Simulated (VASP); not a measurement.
# C (Fd-3m) in VASP: notebook

Aim: see how the results for C move with the level of theory and the settings. Levels: PBE-based screened hybrid with 25 % exact exchange, r2SCANh, r2SCAN50, r2SCAN+rVV10. Tasks: single point.

Everything below comes from runs of VASP 6.6.1. Logs are shortened: lines on timing, memory, paths and dates and some standing lists are left out, and cuts for length are marked.

**1. The cell of the first run**

It takes space group Fd-3m (No. 227, cubic). Conventional cell: a = 3.543 Å, b = 3.543 Å, c = 3.543 Å, α = 90.00°, β = 90.00°, γ = 90.00°. C (site symmetry -43m) has 4 C at 1.53 Å within 2.0 Å.

**2. Single point, PBE-based screened hybrid with 25 % exact exchange**

Contents of POSCAR:

```
C
1.0
    0.0000000000      1.7714007132      1.7714007132
    1.7714007132      0.0000000000      1.7714007132
    1.7714007132      1.7714007132      0.0000000000
C
2
Direct
    0.7500000000      0.7500000000      0.7500000000
    0.5000000000      0.5000000000      0.5000000000
```

Contents of INCAR.step1:

```
SYSTEM = C
PREC = Accurate
ENCUT = 1000
EDIFF = 1E-5
ISMEAR = -1
SIGMA = 0.05
LREAL = .False.
LASPH = .True.
NELM = 120
ALGO = Normal
ISIF = 2
LWAVE = .True.
LCHARG = .False.
GGA = PE
NBANDS = 11
GGA_COMPAT = .False.
```

Contents of INCAR.step2:

```
SYSTEM = C
PREC = Accurate
ENCUT = 1000
EDIFF = 1E-6
ISMEAR = -1
SIGMA = 0.05
LREAL = .False.
LASPH = .True.
NELM = 120
ALGO = Normal
ISIF = 2
LWAVE = .False.
LCHARG = .False.
GGA = PE
LHFCALC = .True.
AEXX = 0.25
HFSCREEN = 0.3
PRECFOCK = Normal
ISTART = 1
NBANDS = 11
GGA_COMPAT = .False.
```

Contents of KPOINTS:

```
regular mesh
0
Gamma
  7 7 7
  0 0 0
```

Potentials or basis: VASP PAW PBE potentials, release 64 (C_h).

Launch:

```sh
> cat potpaw_PBE.64/C_h/POTCAR > POTCAR
> cp INCAR.step1 INCAR
> mpirun -np 1 vasp_std > vasp.out
> cp INCAR.step2 INCAR
> mpirun -np 1 vasp_std > vasp.out
```

OUTCAR:

```text
SYSTEM = C
   PREC = Accurate
   ENCUT = 1000
   EDIFF = 1E-6
   ISMEAR = -1
   LREAL = .False.
   LASPH = .True.
   NELM = 120
   ISIF = 2
   GGA = PE
   LHFCALC = .True.
   AEXX = 0.25
   HFSCREEN = 0.3
   PRECFOCK = Normal
   ISTART = 1

 ion  position               nearest neighbor table
   1  0.750  0.750  0.750-
   2  0.500  0.500  0.500-

  LATTYP: Found a face centered cubic cell.
 ALAT       =     3.5428014264

  Lattice vectors:

 A1 = (   0.0000000000,   1.7714007132,   1.7714007132)
 A2 = (   1.7714007132,   0.0000000000,   1.7714007132)
 A3 = (   1.7714007132,   1.7714007132,   0.0000000000)

Analysis of symmetry for initial positions (statically):
=====================================================================
 Subroutine PRICEL returns:
 Original cell was already a primitive cell.

 Routine SETGRP: Setting up the symmetry group for a
 face centered cubic supercell.

 Subroutine GETGRP returns: Found 48 space group operations
 (whereof 24 operations were pure point group operations)
 out of a pool of 48 trial point group operations.

The static configuration has the point symmetry T_d .
 The point group associated with its full space group is O_h .

Analysis of symmetry for dynamics (positions and initial velocities):
=====================================================================
 Subroutine PRICEL returns:
 Original cell was already a primitive cell.

 Routine SETGRP: Setting up the symmetry group for a
 face centered cubic supercell.

 Subroutine GETGRP returns: Found 48 space group operations
 (whereof 24 operations were pure point group operations)
 out of a pool of 48 trial point group operations.

The dynamic configuration has the point symmetry T_d .
 The point group associated with its full space group is O_h .

 Subroutine INISYM returns: Found 48 space group operations
 (whereof 24 operations are pure point group operations),
 and found     1 'primitive' translations

----------------------------------------------------------------------------------------

                                     Primitive cell

  volume of cell :      11.1168

  direct lattice vectors                    reciprocal lattice vectors
     0.000000000  1.771400713  1.771400713    -0.282262503  0.282262503  0.282262503
     1.771400713  0.000000000  1.771400713     0.282262503 -0.282262503  0.282262503
     1.771400713  1.771400713  0.000000000     0.282262503  0.282262503 -0.282262503

  length of vectors
     2.505138913  2.505138913  2.505138913     0.488892997  0.488892997  0.488892997

  position of ions in fractional coordinates (direct lattice)
     0.750000000  0.750000000  0.750000000
     0.500000000  0.500000000  0.500000000

  ion indices of the primitive-cell ions
   primitive index   ion index
                 1           1
                 2           2

----------------------------------------------------------------------------------------

 KPOINTS: regular mesh

Automatic generation of k-mesh.
 Grid dimensions read from file:
 generate k-points for:    7    7    7

 Generating k-lattice:

  Cartesian coordinates                     Fractional coordinates (reciprocal lattice)
    -0.040323215  0.040323215  0.040323215     0.142857143  0.000000000  0.000000000
     0.040323215 -0.040323215  0.040323215     0.000000000  0.142857143  0.000000000
     0.040323215  0.040323215 -0.040323215     0.000000000  0.000000000  0.142857143

  Length of vectors
     0.069841857  0.069841857  0.069841857

  Shift w.r.t. Gamma in fractional coordinates (k-lattice)
     0.000000000  0.000000000  0.000000000

 Subroutine IBZKPT returns following result:
 ===========================================

 Found     20 irreducible k-points:

 Following reciprocal coordinates:
            Coordinates               Weight
  0.000000  0.000000  0.000000      1.000000
  0.142857  0.000000  0.000000      8.000000
  0.285714  0.000000  0.000000      8.000000
  0.428571  0.000000  0.000000      8.000000
  0.142857  0.142857  0.000000      6.000000
  0.285714  0.142857  0.000000     24.000000
[... 12 lines left out ...]
 -0.428571  0.428571  0.142857     24.000000
 -0.285714  0.428571  0.142857     24.000000
   k-points           NKPTS =     20   k-points in BZ     NKDIM =    343   number of bands    NBANDS=     11
   number of dos      NEDOS =    301   number of ions     NIONS =      2
   total plane-waves  NPLWV =  21952
   dimension x,y,z NGX =    28 NGY =   28 NGZ =   28
   dimension x,y,z NGXF=    56 NGYF=   56 NGZF=   56
   ions per type =               2
   NGX,Y,Z   is equivalent  to a cutoff of  18.58, 18.58, 18.58 a.u.
   NGXF,Y,Z  is equivalent  to a cutoff of  37.16, 37.16, 37.16 a.u.
 SYSTEM =  C
   PREC   = accura    normal or accurate (medium, high low for compatibility)
   ISTART =      1    job   : 0-new  1-cont  2-samecut
   ICHARG =      0    charge: 1-file 2-atom 10-const
   ISPIN  =      1    spin polarized calculation?
   LNONCOLLINEAR =      F non collinear calculations
   LSORBIT =      F    spin-orbit coupling
   LASPH  =      T    aspherical Exc in radial PAW
   ENCUT  = 1000.0 eV  73.50 Ry    8.57 a.u.   6.46  6.46  6.46*2*pi/ulx,y,z
   NELM   =    120;   NELMIN=  2; NELMDL=  0     # of ELM steps
   EDIFF  = 0.1E-05   stopping-criterion for ELM
   LREAL  =      F    real-space projection
   EDIFFG = 0.1E-04   stopping-criterion for IOM
   NSW    =      0    number of steps for IOM
   IBRION =     -1    ionic relax: 0-MD 1-quasi-New 2-CG
   NFREE  =      0    steps in history (QN), initial steepest desc. (CG)
   ISIF   =      2    stress and relaxation
   ISYM   =      3    0-nonsym 1-usesym 2-fastsym
   POTIM  = 0.5000    time-step for ionic-motion
   TEBEG  =    0.0;   TEEND  =   0.0 temperature during run
   PSTRESS=    0.0 pullay stress
   NELECT =       8.0000    total number of electrons
   NUPDOWN=      -1.0000    fix difference up-down
   EMIN   =  10.00;   EMAX   =-10.00  energy-range for DOS
   EFERMI =   0.00;   METHOD = LEGACY
   ISMEAR =    -1;   SIGMA  =   0.05  broadening in eV -4-tet -1-fermi 0-gaus
   EFERMI_NEDOS =   21; number of points for ismear=-14 and -15
   IALGO  =     38    algorithm
   IMIX   =      1    mixing-type and parameters
     AMIX     =   0.40;   BMIX     =  1.00
     AMIX_MAG =   1.60;   BMIX_MAG =  1.00
  volume/ion in A,a.u.               =       5.56        37.51
  Fermi-wavevector in a.u.,A,eV,Ry     =   1.467049  2.772321 29.282913  2.152233
  Thomas-Fermi vector in A             =   2.582714
   LORBIT       =      0    0 simple, 1 ext, 2 COOP (PROOUT), +10 PAW based schemes
   GGA     = PE    functional components
   LHFCALC =     T    Hartree Fock is set to
   PRECFOCK=normal    Normal, Fast or Accurate (Low or Medium for compatibility)
   ENCUT4O =  -1.0   cutoff for four orbital integrals eV
   NKREDX  =     1    reduce k-point grid by
   NKREDY  =     1    reduce k-point grid by
   NKREDZ  =     1    reduce k-point grid by
   AEXX    =    0.2500 exact exchange contribution
   HFSCREEN=    0.3000 screening length (either q_TF or 0.3 A-1)
   HFSCREENC=   0.3000 screening length for correlation (either q_TF or 0.3 A-1)
   ENCUTFOCK=  -1.0 apply spherical cutoff to Coloumb kernel
   IVDW    =     0    specifies the selected vdW correction
   LEPSILON=     F    determine dielectric tensor
   LRPA    =     F    only Hartree local field effects (RPA)
 non-spin polarized calculation
  energy-cutoff  :     1000.00
  volume of cell :       11.12
 maximum number of plane-waves:       821
 NGX is ok and might be reduce to    28
  NGX = 20; NGY = 20; NGZ = 20

 number of electron       8.0000000 magnetization

 Free energy of the ion-electron system (eV)
  ---------------------------------------------------
  ext. energy  EPLUGINS =         0.00000000
  ---------------------------------------------------
  free energy    TOTEN  =       -20.64273368 eV

  energy without entropy =      -20.64273368  energy(sigma->0) =      -20.64273368

 E-fermi :  11.7066     XC(G=0): -11.1574

 val. band max:       10.7522422644   @ k =   0.0000   0.0000   0.0000
 cond. band min:      15.9767782519   @ k =   0.4286   0.4286   0.0000
 fundamental gap:      5.2245359875
 Fermi energy:        11.7066211714

 k-point     1 :       0.0000    0.0000    0.0000
  band No.  band energies     occupation
      1     -12.9689      2.00000
      2      10.7522      2.00000
      3      10.7522      2.00000
      4      10.7522      2.00000
      5      17.5692      0.00000
      6      17.5692      0.00000
      7      17.5692      0.00000
      8      26.2339      0.00000
      9      31.6322      0.00000
     10      38.9922      0.00000
     11      38.9922      0.00000

 k-point     2 :       0.1429    0.0000    0.0000
  band No.  band energies     occupation
      1     -12.3508      2.00000
      2       7.5108      2.00000
      3       9.8806      2.00000
      4       9.8806      2.00000
      5      18.7233      0.00000
      6      18.7233      0.00000
      7      19.1810      0.00000
      8      26.7002      0.00000
      9      32.5430      0.00000
     10      35.4505      0.00000
     11      35.4505      0.00000

 k-point     3 :       0.2857    0.0000    0.0000
  band No.  band energies     occupation
      1     -10.5215      2.00000
      2       2.1560      2.00000
      3       8.5456      2.00000
      4       8.5456      2.00000
      5      20.2285      0.00000
      6      20.2285      0.00000
      7      20.5695      0.00000
      8      27.7276      0.00000
      9      33.3748      0.00000
     10      34.9523      0.00000
     11      34.9523      0.00000
[... 211 lines left out ...]
 k-point    19 :      -0.4286    0.4286    0.1429
  band No.  band energies     occupation
      1      -5.1347      2.00000
      2      -0.7678      2.00000
      3       2.4333      2.00000
      4       3.1627      2.00000
      5      18.9590      0.00000
      6      20.1761      0.00000
      7      26.4628      0.00000
      8      28.7957      0.00000
      9      34.0570      0.00000
     10      35.6478      0.00000
     11      42.7348      0.00000

 k-point    20 :      -0.2857    0.4286    0.1429
  band No.  band energies     occupation
      1      -3.6746      2.00000
      2      -1.8185      2.00000
      3       0.7042      2.00000
      4       3.5030      2.00000
      5      20.1449      0.00000
      6      24.0558      0.00000
      7      25.5246      0.00000
      8      26.3601      0.00000
      9      32.0627      0.00000
     10      35.9757      0.00000
     11      40.6151      0.00000

------------------------ aborting loop because EDIFF is reached ----------------------------------------

  FORCE on cell =-STRESS in cart. coord.  units (eV):
  Direction    XX          YY          ZZ          XY          YZ          ZX
  --------------------------------------------------------------------------------------
  -------------------------------------------------------------------------------------
  Total        0.1109967      0.1109967      0.1109967     -0.0000000      0.0000000     -0.0000000
  in kB       15.9970554     15.9970554     15.9970554     -0.0000000      0.0000000     -0.0000000
  external PRESSURE =      15.9970554 kB  Pullay stress =       0.0000000 kB

 VOLUME and BASIS-vectors are now :
 -----------------------------------------------------------------------------
  energy-cutoff  :     1000.00
  volume of cell :       11.12
      direct lattice vectors                 reciprocal lattice vectors
     0.000000000  1.771400713  1.771400713    -0.282262503  0.282262503  0.282262503
     1.771400713  0.000000000  1.771400713     0.282262503 -0.282262503  0.282262503
     1.771400713  1.771400713  0.000000000     0.282262503  0.282262503 -0.282262503

 POSITION                                       TOTAL-FORCE (eV/Angst)
 -----------------------------------------------------------------------------------
      2.65710      2.65710      2.65710         0.000000      0.000000      0.000000
      1.77140      1.77140      1.77140        -0.000000     -0.000000     -0.000000
 -----------------------------------------------------------------------------------
    total drift:                               -0.000012      0.000001     -0.000010

  FREE ENERGIE OF THE ION-ELECTRON SYSTEM (eV)
  ---------------------------------------------------
  free  energy   TOTEN  =       -20.6427336840 eV

  energy  without entropy=      -20.6427336839  energy(sigma->0) =      -20.64273368
```

Run time: 12 min. Hardware: 1 thread of AMD EPYC 7R43 (Zen 3), shared host; peak memory 0.22 GiB.

Results:

```
Free energy            : -20.6427 eV
Pressure               : 1.6 GPa
Band gap on the k mesh : 5.22 eV (least direct gap 6.82 eV)
```

Caveat: the k points lie up to 0.44 Å⁻¹ apart; the PAW data sets were made with another functional, which shifts forces and pressure a little; an odd mesh through Γ misses points on the zone boundary, where band edges can lie.

**3. Single point, r2SCANh**

This run uses another cell than the first one, of 5.67 Å³/atom.

Contents of POSCAR:

```
C
1.0
    0.0000000000      1.7833700000      1.7833700000
    1.7833700000      0.0000000000      1.7833700000
    1.7833700000      1.7833700000      0.0000000000
C
2
Direct
    0.7500000000      0.7500000000      0.7500000000
    0.5000000000      0.5000000000      0.5000000000
```

Contents of INCAR.step1:

```
ALGO = Normal
EDIFF = 1E-5
ENCUT = 1060
GGA = PE
GGA_COMPAT = False
ISIF = 2
ISMEAR = -1
LASPH = True
LCHARG = False
LREAL = False
LWAVE = True
NBANDS = 11
NELM = 120
PREC = Accurate
SIGMA = 0.05
```

Contents of INCAR.step2:

```
AEXX = 0.1
ALGO = Normal
EDIFF = 1E-6
ENCUT = 1060
GGA_COMPAT = False
ISIF = 2
ISMEAR = -1
ISTART = 1
LASPH = True
LCHARG = False
LHFCALC = True
LMIXTAU = True
LREAL = False
LWAVE = False
METAGGA = R2SCAN
NBANDS = 11
NELM = 120
PREC = Accurate
PRECFOCK = Normal
SIGMA = 0.05
```

Contents of KPOINTS:

```
k-points
0
Gamma
  7 7 7
```

Potentials or basis: VASP PAW PBE potentials, release 64 (C_h).

Launch:

```sh
> cat potpaw_PBE.64/C_h/POTCAR > POTCAR
> cp INCAR.step1 INCAR
> mpirun -np 1 vasp_std > vasp.out
> cp INCAR.step2 INCAR
> mpirun -np 1 vasp_std > vasp.out
```

Run time: 10 min. Hardware: 1 thread of Intel Xeon Platinum 8488C (Sapphire Rapids), shared host; peak memory 0.17 GiB.

Results (log left out):

| Quantity | Value |
| --- | --- |
| Free energy | -21.1142 eV |
| Pressure | -6.1 GPa |
| Band gap on the k mesh | 5.21 eV (least direct gap 6.66 eV) |

Levels at points of the mesh, in eV from the valence-band top:
```tsv
k point	band 1	band 2	band 3	band 4	band 5	band 6	band 7	band 8
(0.00, 0.00, 0.00)	-23.34	0.00	0.00	0.00	6.66	6.66	6.66	14.82
```

Caveat: the k points lie up to 0.44 Å⁻¹ apart; the PAW data sets were made with another functional, which shifts forces and pressure a little; an odd mesh through Γ misses points on the zone boundary, where band edges can lie.

**4. Single point, r2SCAN50**

This run uses another cell than the first one, of 5.90 Å³/atom.

Contents of POSCAR:

```
C
1.0
    0.0000000000      1.8068380860      1.8068380860
    1.8068380860      0.0000000000      1.8068380860
    1.8068380860      1.8068380860      0.0000000000
C
2
Direct
    0.7500000000      0.7500000000      0.7500000000
    0.5000000000      0.5000000000      0.5000000000
```

Contents of INCAR.step1:

```
PREC = Accurate ; ENCUT = 520
EDIFF = 1E-5 ; ISMEAR = -1
SIGMA = 0.05 ; LREAL = F
LASPH = T ; NELM = 80
ALGO = Normal ; ISIF = 2
LWAVE = T ; LCHARG = F
GGA = PE ; NBANDS = 11
```

Contents of INCAR.step2:

```
PREC = Accurate ; ENCUT = 520
EDIFF = 1E-6 ; ISMEAR = -1
SIGMA = 0.05 ; LREAL = F
LASPH = T ; NELM = 80
ALGO = Normal ; ISIF = 2
LWAVE = F ; LCHARG = F
METAGGA = R2SCAN ; LHFCALC = T
AEXX = 0.5 ; LMIXTAU = T
PRECFOCK = Normal ; ISTART = 1
NBANDS = 11
```

Contents of KPOINTS:

```
Automatic mesh
0
Gamma
  7 7 7
```

Potentials or basis: VASP PAW PBE potentials, release 64 (C).

Launch:

```sh
> cat potpaw_PBE.64/C/POTCAR > POTCAR
> cp INCAR.step1 INCAR
> mpirun -np 1 vasp_std > vasp.out
> cp INCAR.step2 INCAR
> mpirun -np 1 vasp_std > vasp.out
```

Run time: 5.4 min. Hardware: 1 thread of Intel Xeon Platinum 8124M at 3.00GHz (Skylake/Cascade Lake), shared host; peak memory 0.13 GiB.

Results (log left out):

* Free energy: -26.6504 eV
* Pressure: -33.4 GPa
* Band gap on the k mesh: 8.01 eV (least direct gap 9.75 eV)

Levels at points of the mesh, in eV from the valence-band top:
```
           k point  band 1  band 2  band 3  band 4  band 5  band 6  band 7  band 8  band 9
(0.00, 0.00, 0.00)  -25.41    0.00    0.00    0.00    9.75    9.75    9.75   17.79   23.77
```

Caveat: the k points lie up to 0.43 Å⁻¹ apart; the PAW data sets were made with another functional, which shifts forces and pressure a little; an odd mesh through Γ misses points on the zone boundary, where band edges can lie.

**5. Single point, r2SCAN50**

This run uses another cell than the first one, of 6.01 Å³/atom.

Contents of POSCAR:

```
C
1.0
    0.0000000000      1.8183469191      1.8183469191
    1.8183469191      0.0000000000      1.8183469191
    1.8183469191      1.8183469191      0.0000000000
C
2
Direct
    0.7500000000      0.7500000000      0.7500000000
    0.5000000000      0.5000000000      0.5000000000
```

Contents of INCAR.step1:

```
SYSTEM = C
PREC = Accurate ; ENCUT = 520
EDIFF = 1E-5 ; ISMEAR = -1
SIGMA = 0.05 ; LREAL = .False.
LASPH = .True. ; NELM = 100
ALGO = Normal ; ISIF = 2
LWAVE = .True. ; LCHARG = .False.
GGA = PE ; NBANDS = 11
```

Contents of INCAR.step2:

```
SYSTEM = C
PREC = Accurate ; ENCUT = 520
EDIFF = 1E-6 ; ISMEAR = -1
SIGMA = 0.05 ; LREAL = .False.
LASPH = .True. ; NELM = 100
ALGO = Normal ; ISIF = 2
LWAVE = .False. ; LCHARG = .False.
METAGGA = R2SCAN ; LHFCALC = .True.
AEXX = 0.5 ; LMIXTAU = .True.
PRECFOCK = Normal ; ISTART = 1
NBANDS = 11
```

Contents of KPOINTS:

```
Automatic mesh
0
Gamma
  7 7 7
  0 0 0
```

Launch:

```sh
> cat potpaw_PBE.64/C/POTCAR > POTCAR
> cp INCAR.step1 INCAR
> mpirun -np 1 vasp_std > vasp.out
> cp INCAR.step2 INCAR
> mpirun -np 1 vasp_std > vasp.out
```

Run time: 5.8 min. Hardware: 1 thread of Intel Xeon Platinum 8124M at 3.00GHz (Skylake/Cascade Lake), shared host; peak memory 0.13 GiB.

It converged, with:

```yaml
Free_energy: -26.5986 eV
Pressure: -40.4 GPa
Band_gap_on_the_k_mesh: 7.95 eV (least direct gap 9.68 eV)
```

Levels at points of the mesh, in eV from the valence-band top:
```
           k point  band 2  band 3  band 4  band 5  band 6  band 7
(0.00, 0.00, 0.00)    0.00    0.00    0.00    9.68    9.68    9.68
```

Caveat: the k points lie up to 0.43 Å⁻¹ apart; the PAW data sets were made with another functional, which shifts forces and pressure a little; an odd mesh through Γ misses points on the zone boundary, where band edges can lie.

(Part 1 of 2 ends here.)
